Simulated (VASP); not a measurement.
# CdS (Hawleyite) (F-43m) in VASP: a series of runs

Aim: see how the results for CdS (Hawleyite) move with the level of theory and the settings. Levels: r2SCAN, PBE, LDA. Tasks: single point.

Program: VASP 6.6.1. These are calculated values, not measurements. Logs are shortened: lines on timing, memory, paths and dates and some standing lists are left out, and cuts for length are marked.

**1. The cell of the first run**

Symmetry: F-43m, No. 216, cubic system. The conventional cell has a = 5.878 Å, b = 5.878 Å, c = 5.878 Å, α = 90.00°, β = 90.00°, γ = 90.00°. Within 3.4 Å of Cd (site symmetry -43m) lie 4 S at 2.55 Å. Within 3.4 Å of S (site symmetry -43m) lie 4 Cd at 2.55 Å.

**2. Single point, r2SCAN**

Contents of POSCAR:

```
CdS
1.0
    0.0000000000      2.9392138922      2.9392138922
    2.9392138922      0.0000000000      2.9392138922
    2.9392138922      2.9392138922      0.0000000000
Cd S
1 1
Direct
    0.0000000000      0.0000000000      0.0000000000
    0.2500000000      0.2500000000      0.2500000000
```

Contents of INCAR.step1:

```
ALGO = Normal
EDIFF = 1E-4
ENCUT = 520
GGA = PE
ISMEAR = -1
LASPH = T
LCHARG = F
LREAL = F
LWAVE = T
NBANDS = 16
NELM = 100
PREC = Accurate
SIGMA = 0.02
```

Contents of INCAR.step2:

```
ALGO = Normal
EDIFF = 1E-6
ENCUT = 520
ISIF = 2
ISMEAR = -1
ISTART = 1
LASPH = T
LCHARG = F
LMIXTAU = T
LREAL = F
LWAVE = F
METAGGA = R2SCAN
NBANDS = 16
NELM = 100
PREC = Accurate
SIGMA = 0.02
```

Contents of KPOINTS:

```
k-points
0
Gamma
  6 6 6
```

Potentials or basis: VASP PAW PBE potentials, release 64 (Cd, S).

Started as:

```bash
cat potpaw_PBE.64/Cd/POTCAR potpaw_PBE.64/S/POTCAR > POTCAR
cp INCAR.step1 INCAR
mpirun -np 1 vasp_std > vasp.out
cp INCAR.step2 INCAR
mpirun -np 1 vasp_std > vasp.out
```

OUTCAR:

```text
EDIFF = 1E-6
   ENCUT = 520
   ISIF = 2
   ISMEAR = -1
   ISTART = 1
   LASPH = T
   LREAL = F
   METAGGA = R2SCAN
   NELM = 100
   PREC = Accurate

 ion  position               nearest neighbor table
   1  0.000  0.000  0.000-   2 2.55   2 2.55   2 2.55   2 2.55
   2  0.250  0.250  0.250-   1 2.55   1 2.55   1 2.55   1 2.55

  LATTYP: Found a face centered cubic cell.
 ALAT       =     5.8784277844

  Lattice vectors:

 A1 = (   0.0000000000,   2.9392138922,   2.9392138922)
 A2 = (   2.9392138922,   0.0000000000,   2.9392138922)
 A3 = (   2.9392138922,   2.9392138922,   0.0000000000)

Analysis of symmetry for initial positions (statically):
=====================================================================
 Subroutine PRICEL returns:
 Original cell was already a primitive cell.

 Routine SETGRP: Setting up the symmetry group for a
 face centered cubic supercell.

 Subroutine GETGRP returns: Found 24 space group operations
 (whereof 24 operations were pure point group operations)
 out of a pool of 48 trial point group operations.

The static configuration has the point symmetry T_d .

Analysis of symmetry for dynamics (positions and initial velocities):
=====================================================================
 Subroutine PRICEL returns:
 Original cell was already a primitive cell.

 Routine SETGRP: Setting up the symmetry group for a
 face centered cubic supercell.

 Subroutine GETGRP returns: Found 24 space group operations
 (whereof 24 operations were pure point group operations)
 out of a pool of 48 trial point group operations.

The dynamic configuration has the point symmetry T_d .

 Subroutine INISYM returns: Found 24 space group operations
 (whereof 24 operations are pure point group operations),
 and found     1 'primitive' translations

----------------------------------------------------------------------------------------

                                     Primitive cell

  volume of cell :      50.7836

  direct lattice vectors                    reciprocal lattice vectors
     0.000000000  2.939213892  2.939213892    -0.170113513  0.170113513  0.170113513
     2.939213892  0.000000000  2.939213892     0.170113513 -0.170113513  0.170113513
     2.939213892  2.939213892  0.000000000     0.170113513  0.170113513 -0.170113513

  length of vectors
     4.156676149  4.156676149  4.156676149     0.294645247  0.294645247  0.294645247

  position of ions in fractional coordinates (direct lattice)
     0.000000000  0.000000000  0.000000000
     0.250000000  0.250000000  0.250000000

  ion indices of the primitive-cell ions
   primitive index   ion index
                 1           1
                 2           2

----------------------------------------------------------------------------------------

 KPOINTS: k-points

Automatic generation of k-mesh.
 Grid dimensions read from file:
 generate k-points for:    6    6    6

 Generating k-lattice:

  Cartesian coordinates                     Fractional coordinates (reciprocal lattice)
    -0.028352252  0.028352252  0.028352252     0.166666667  0.000000000  0.000000000
     0.028352252 -0.028352252  0.028352252     0.000000000  0.166666667  0.000000000
     0.028352252  0.028352252 -0.028352252     0.000000000  0.000000000  0.166666667

  Length of vectors
     0.049107541  0.049107541  0.049107541

  Shift w.r.t. Gamma in fractional coordinates (k-lattice)
     0.000000000  0.000000000  0.000000000

 Subroutine IBZKPT returns following result:
 ===========================================

 Found     16 irreducible k-points:

 Following reciprocal coordinates:
            Coordinates               Weight
  0.000000  0.000000  0.000000      1.000000
  0.166667  0.000000  0.000000      8.000000
  0.333333  0.000000  0.000000      8.000000
  0.500000  0.000000  0.000000      4.000000
  0.166667  0.166667  0.000000      6.000000
  0.333333  0.166667  0.000000     24.000000
[... 8 lines left out ...]
 -0.333333  0.333333  0.166667     24.000000
 -0.333333  0.500000  0.166667     12.000000
   k-points           NKPTS =     16   k-points in BZ     NKDIM =     16   number of bands    NBANDS=     16
   number of dos      NEDOS =    301   number of ions     NIONS =      2
   total plane-waves  NPLWV =  32768
   dimension x,y,z NGX =    32 NGY =   32 NGZ =   32
   dimension x,y,z NGXF=    64 NGYF=   64 NGZF=   64
   ions per type =               1   1
   NGX,Y,Z   is equivalent  to a cutoff of  12.80, 12.80, 12.80 a.u.
   NGXF,Y,Z  is equivalent  to a cutoff of  25.60, 25.60, 25.60 a.u.
 SYSTEM =  unknown system
   PREC   = accura    normal or accurate (medium, high low for compatibility)
   ISTART =      1    job   : 0-new  1-cont  2-samecut
   ICHARG =      0    charge: 1-file 2-atom 10-const
   ISPIN  =      1    spin polarized calculation?
   LNONCOLLINEAR =      F non collinear calculations
   LSORBIT =      F    spin-orbit coupling
   LASPH  =      T    aspherical Exc in radial PAW
   ENCUT  =  520.0 eV  38.22 Ry    6.18 a.u.   7.73  7.73  7.73*2*pi/ulx,y,z
   NELM   =    100;   NELMIN=  2; NELMDL=  0     # of ELM steps
   EDIFF  = 0.1E-05   stopping-criterion for ELM
   LREAL  =      F    real-space projection
   EDIFFG = 0.1E-04   stopping-criterion for IOM
   NSW    =      0    number of steps for IOM
   IBRION =     -1    ionic relax: 0-MD 1-quasi-New 2-CG
   NFREE  =      0    steps in history (QN), initial steepest desc. (CG)
   ISIF   =      2    stress and relaxation
   ISYM   =      2    0-nonsym 1-usesym 2-fastsym
   POTIM  = 0.5000    time-step for ionic-motion
   TEBEG  =    0.0;   TEEND  =   0.0 temperature during run
   PSTRESS=    0.0 pullay stress
   NELECT =      18.0000    total number of electrons
   NUPDOWN=      -1.0000    fix difference up-down
   EMIN   =  10.00;   EMAX   =-10.00  energy-range for DOS
   EFERMI =   0.00;   METHOD = LEGACY
   ISMEAR =    -1;   SIGMA  =   0.02  broadening in eV -4-tet -1-fermi 0-gaus
   EFERMI_NEDOS =   21; number of points for ismear=-14 and -15
   IALGO  =     38    algorithm
   IMIX   =      4    mixing-type and parameters
     AMIX     =   0.40;   BMIX     =  1.00
     AMIX_MAG =   1.60;   BMIX_MAG =  1.00
  volume/ion in A,a.u.               =      25.39       171.35
  Fermi-wavevector in a.u.,A,eV,Ry     =   1.158576  2.189391 18.263073  1.342298
  Thomas-Fermi vector in A             =   2.295177
   LORBIT       =      0    0 simple, 1 ext, 2 COOP (PROOUT), +10 PAW based schemes
   METAGGA = R2SCAN    functional components
   LHFCALC =     F    Hartree Fock is set to
   AEXX    =    0.0000 exact exchange contribution
   IVDW    =     0    specifies the selected vdW correction
   LEPSILON=     F    determine dielectric tensor
   LRPA    =     F    only Hartree local field effects (RPA)
 non-spin polarized calculation
  energy-cutoff  :      520.00
  volume of cell :       50.78
 maximum number of plane-waves:      1381
   NGX = 15   NGY = 15   NGZ = 15

 number of electron      18.0000005 magnetization

 Free energy of the ion-electron system (eV)
  ---------------------------------------------------
  ext. energy  EPLUGINS =         0.00000000
  ---------------------------------------------------
  free energy    TOTEN  =       -29.68435397 eV

  energy without entropy =      -29.68435397  energy(sigma->0) =      -29.68435397

 E-fermi :   1.2634     XC(G=0):  -9.6185

 val. band max:        0.8541380166   @ k =   0.0000   0.0000   0.0000
 cond. band min:       2.3915884596   @ k =   0.0000   0.0000   0.0000
 fundamental gap:      1.5374504429
 Fermi energy:         1.2633957026

 k-point     1 :       0.0000    0.0000    0.0000
  band No.  band energies     occupation
      1     -11.8769      2.00000
      2      -7.0333      2.00000
      3      -7.0333      2.00000
      4      -7.0333      2.00000
      5      -6.5529      2.00000
      6      -6.5529      2.00000
[... 8 lines left out ...]
     15      12.8289      0.00000
     16      12.8289      0.00000

 k-point     2 :       0.1667    0.0000    0.0000
  band No.  band energies     occupation
      1     -11.7752      2.00000
      2      -6.9961      2.00000
      3      -6.9961      2.00000
      4      -6.9282      2.00000
      5      -6.5533      2.00000
      6      -6.5533      2.00000
[... 8 lines left out ...]
     15      12.0055      0.00000
     16      13.0754      0.00000

 k-point     3 :       0.3333    0.0000    0.0000
  band No.  band energies     occupation
      1     -11.5710      2.00000
      2      -6.9343      2.00000
      3      -6.9343      2.00000
      4      -6.5557      2.00000
      5      -6.5369      2.00000
      6      -6.5369      2.00000
[... 8 lines left out ...]
     15      12.4703      0.00000
     16      12.4703      0.00000

 k-point     4 :       0.5000    0.0000    0.0000
  band No.  band energies     occupation
      1     -11.4696      2.00000
      2      -6.9122      2.00000
      3      -6.9121      2.00000
      4      -6.5173      2.00000
      5      -6.5173      2.00000
      6      -6.1873      2.00000
[... 8 lines left out ...]
     15      13.9824      0.00000
     16      13.9824      0.00000
[... 172 lines left out ...]
 k-point    14 :       0.5000    0.3333    0.1667
  band No.  band energies     occupation
      1     -11.4408      2.00000
      2      -6.8440      2.00000
      3      -6.8346      2.00000
      4      -6.6439      2.00000
      5      -6.5144      2.00000
      6      -6.2683      2.00000
[... 8 lines left out ...]
     15      14.4422      0.00000
     16      14.7089      0.00000

 k-point    15 :      -0.3333    0.3333    0.1667
  band No.  band energies     occupation
      1     -11.3762      2.00000
      2      -6.8363      2.00000
      3      -6.7985      2.00000
      4      -6.5917      2.00000
      5      -6.5347      2.00000
      6      -6.0194      2.00000
[... 8 lines left out ...]
     15      13.8791      0.00000
     16      14.7830      0.00000

 k-point    16 :      -0.3333    0.5000    0.1667
  band No.  band energies     occupation
      1     -11.3447      2.00000
      2      -6.7968      2.00000
      3      -6.7618      2.00000
      4      -6.6312      2.00000
      5      -6.5121      2.00000
      6      -5.9901      2.00000
[... 8 lines left out ...]
     15      14.6695      0.00000
     16      14.7252      0.00000

------------------------ aborting loop because EDIFF is reached ----------------------------------------

  FORCE on cell =-STRESS in cart. coord.  units (eV):
  Direction    XX          YY          ZZ          XY          YZ          ZX
  --------------------------------------------------------------------------------------
  -------------------------------------------------------------------------------------
  Total        0.0938138      0.0938138      0.0938138     -0.0000000     -0.0000000      0.0000000
  in kB        2.9597422      2.9597422      2.9597422     -0.0000000     -0.0000000      0.0000000
  external PRESSURE =       2.9597422 kB  Pullay stress =       0.0000000 kB

 VOLUME and BASIS-vectors are now :
 -----------------------------------------------------------------------------
  energy-cutoff  :      520.00
  volume of cell :       50.78
      direct lattice vectors                 reciprocal lattice vectors
     0.000000000  2.939213892  2.939213892    -0.170113513  0.170113513  0.170113513
     2.939213892  0.000000000  2.939213892     0.170113513 -0.170113513  0.170113513
     2.939213892  2.939213892  0.000000000     0.170113513  0.170113513 -0.170113513

 POSITION                                       TOTAL-FORCE (eV/Angst)
 -----------------------------------------------------------------------------------
      0.00000      0.00000      0.00000         0.000000      0.000000      0.000000
      1.46961      1.46961      1.46961        -0.000000     -0.000000     -0.000000
 -----------------------------------------------------------------------------------
    total drift:                               -0.000004     -0.000004     -0.000004

  FREE ENERGIE OF THE ION-ELECTRON SYSTEM (eV)
  ---------------------------------------------------
  free  energy   TOTEN  =       -29.6843539697 eV

  energy  without entropy=      -29.6843539697  energy(sigma->0) =      -29.68435397
```

Wall time 47 s (1 thread of AMD EPYC 9R45 (Zen 5), shared host); peak memory 0.15 GiB.

What came out:

```yaml
Free_energy: -29.6844 eV
Pressure: 0.3 GPa
Band_gap_on_the_k_mesh: 1.54 eV, direct
```

Levels at points of the mesh, in eV from the valence-band top:
```tsv
k point	band 6	band 7	band 8	band 9	band 10	band 11	band 12	band 13
(0.00, 0.00, 0.00)	-7.41	0.00	0.00	0.00	1.54	7.08	7.08	7.08
(0.50, 0.00, 0.00)	-7.04	-4.32	-0.73	-0.73	3.44	7.48	7.48	7.83
(0.50, 0.50, 0.00)	-6.98	-3.88	-1.84	-1.84	3.88	4.73	9.69	11.40
```

Caveat: the PAW data sets were made with another functional, which shifts forces and pressure a little. r2SCAN opens gaps a little over a GGA but as a rule still falls short of measured ones.

**3. Single point, PBE**

Contents of INCAR:

```
SYSTEM = CdS
PREC     = Accurate       ! precision mode
ENCUT    = 520            ! plane-wave cutoff, eV
EDIFF    = 1E-6           ! SCF threshold, eV
ISMEAR   = -1             ! smearing method
SIGMA    = 0.02           ! smearing width, eV
LREAL    = .False.        ! projectors in reciprocal space
LASPH    = .True.         ! aspherical terms in the spheres
NELM     = 80             ! most SCF steps
ALGO     = Normal         ! electronic algorithm
ISIF     = 2              ! what is computed and relaxed
LWAVE    = .False.        ! write WAVECAR
LCHARG   = .False.        ! write CHGCAR
GGA      = PE             ! functional
NBANDS   = 16             ! bands
```

Contents of KPOINTS:

```
Automatic mesh
0
Gamma
  8 8 8
  0 0 0
```

POSCAR is that of step 2.

Potentials or basis: VASP PAW PBE potentials, release 64 (Cd, S).

Started as:

```bash
cat potpaw_PBE.64/Cd/POTCAR potpaw_PBE.64/S/POTCAR > POTCAR
mpirun -np 1 vasp_std > vasp.out
```

Run time: 18 s. Hardware: 1 thread of AMD EPYC 9R45 (Zen 5), shared host; peak memory 0.15 GiB.

Results (log left out):

```
Free energy            : -6.1393 eV
Pressure               : 1.7 GPa
Band gap on the k mesh : 1.10 eV, direct
```

Levels at points of the mesh, in eV from the valence-band top:
```tsv
k point	band 6	band 7	band 8	band 9	band 10	band 11	band 12	band 13
(0.00, 0.00, 0.00)	-7.20	0.00	0.00	0.00	1.10	6.55	6.55	6.55
(0.50, 0.00, 0.00)	-6.84	-4.26	-0.72	-0.72	2.98	7.01	7.01	7.41
(0.50, 0.50, 0.00)	-6.78	-3.85	-1.80	-1.80	3.59	4.32	9.14	10.64
```

(Part 1 of 2 ends here.)
